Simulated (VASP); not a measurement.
A run of VASP 6.6.1:

The input INCAR:

```
PREC = Accurate ; ENCUT = 600
EDIFF = 1E-6 ; ISMEAR = -1
SIGMA = 0.05 ; LREAL = F
LASPH = T ; NELM = 80
ALGO = Normal ; ISIF = 3
LWAVE = F ; LCHARG = F
GGA = CA ; IBRION = 2
NSW = 60 ; EDIFFG = -0.005
PSTRESS = 1700.0
```

KPOINTS

```
Automatic mesh
0
Gamma
  14 14 4
```

File POSCAR:

```
Au
1.0
    2.5579810747      0.0000000000      0.0000000000
   -1.2789905374      2.2152765931      0.0000000000
    0.0000000000      0.0000000000      8.3134384930
Au
4
Direct
    0.0000000000      0.0000000000      0.0000000000
    0.0000000000      0.0000000000      0.5000000000
    0.3333333333      0.6666666667      0.2500000000
    0.6666666667      0.3333333333      0.7500000000
```

Potentials or basis: VASP PAW LDA potentials, release 64 (Au).

Run with:

```console
$ cat potpaw_LDA.64/Au/POTCAR > POTCAR
$ mpirun -np 1 vasp_std > vasp.out
```

Hardware: 1 thread of Intel Xeon 6975P-C (shared host).

Task: Estimate the wall time of this run.

Result: Run time: 5.1 min on 1 thread of Intel Xeon 6975P-C, with other jobs on the host, peak memory 0.22 GiB. Counts: scf iterations 59, k points 72, ion steps 9.
